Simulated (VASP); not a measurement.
The system is BAs.

```
B As
1.0
     3.32055    0.00000    0.00000
     0.00000   10.35246    0.00000
     0.00000    0.00000    4.82146
B As
6 6
Cartesian
  0.0000 6.7530 0.5767
  1.6603 8.7757 4.2448
  0.0000 0.0000 1.8373
  1.6603 1.5768 4.2448
  0.0000 3.5994 0.5767
  1.6603 5.1762 2.9842
  1.6603 6.7530 4.2448
  0.0000 8.7757 0.5767
  1.6603 0.0000 2.9842
  0.0000 1.5768 0.5767
  1.6603 3.5994 4.2448
  0.0000 5.1762 1.8373
```

```yaml
Program: VASP 6.6.1
Task: relaxation of cell and atoms
Functional: PBE
Potentials_or_basis: VASP PAW PBE potentials, release 64 (B, As)
Cutoff: 600 eV
k_mesh: 6 × 2 × 4
Occupations: gaussian, width 0.1 eV
Spin: no spin polarisation
```

At the start: pressure 15.6 GPa; volume 13.81 Å³/atom.

Task: Where does the relaxation end?

Result: Over 14 steps the energy falls by 93.6 meV/atom and the volume is 15.41 Å³/atom (+11.5 %); space group Pmmn (No. 59, to 0.05 Å).

Step by step:
```tsv
step	energy change (eV)	largest force (eV/Å)	pressure (GPa)	volume (Å³)
1	0.0000	1.4403	15.59	165.74
2	-0.3302	1.3563	-8.48	200.10
3	-0.9595	0.4360	0.19	183.22
4	-0.9597	0.4255	0.43	182.86
5	-1.0480	0.2598	-0.34	184.92
6	-1.0569	0.3795	-0.63	185.80
7	-1.1044	0.1933	-0.20	185.42
8	-1.1054	0.1854	-0.12	185.36
9	-1.1117	0.1099	0.04	184.99
10	-1.1117	0.0979	0.03	185.01
11	-1.1147	0.1036	0.02	184.99
12	-1.1183	0.1190	0.00	184.93
13	-1.1204	0.0830	0.02	184.92
14	-1.1232	0.0256	0.06	184.88
```

Final structure:
```
B As
1.0
     3.41253    0.00000    0.00000
     0.00000   10.50760    0.00000
     0.00000    0.00000    5.15594
B As
6 6
Direct
  0.00000 0.64578 0.10881
  0.50000 0.85422 0.89119
  0.00000 0.00000 0.39656
  0.50000 0.14578 0.89119
  0.00000 0.35422 0.10881
  0.50000 0.50000 0.60344
  0.50000 0.64921 0.87355
  0.00000 0.85079 0.12645
  0.50000 0.00000 0.62438
  0.00000 0.14921 0.12645
  0.50000 0.35079 0.87355
  0.00000 0.50000 0.37562
```
